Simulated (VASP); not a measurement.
Crystal: Fe.

```
CELL_PARAMETERS angstrom
-1.81133 -1.81133 -3.62266
1.81133 -1.81133 0.00000
-1.81133 -1.81133 0.00000
ATOMIC_POSITIONS crystal
Fe 0.00000 0.00000 0.00000
Fe 0.50000 0.50000 0.00000
```

This isn't the form of Fe at room conditions, which is bcc.

Base run:

| Property | Result |
| --- | --- |
| Program | VASP 6.6.1 |
| Functional | PBEsol |
| Potentials or basis | VASP PAW PBE potentials, release 64 (Fe) |
| Cutoff | 520 eV |
| k mesh | 8 × 10 × 13 |
| Occupations | gaussian, width 0.1 eV |
| Spin | collinear spin, ferromagnetic start |
| Starting moments | [2.86, 2.86] μB |

Its results: pressure -6.5 GPa.

Problem. The run is repeated on the same cell with these changes: spin from collinear spin, ferromagnetic start to no spin polarisation; further incar settings from ALGO = Normal; EDIFF = 1e-06; NBANDS = 19; ISYM = 0 to ALGO = Normal; EDIFF = 1e-07; NBANDS = 15; ISYM = 0. What comes out?

Solution. Pressure -38.4 GPa.

Caveats: the cell stands under tension; the PAW data sets were made with another functional, which shifts forces and pressure a little.
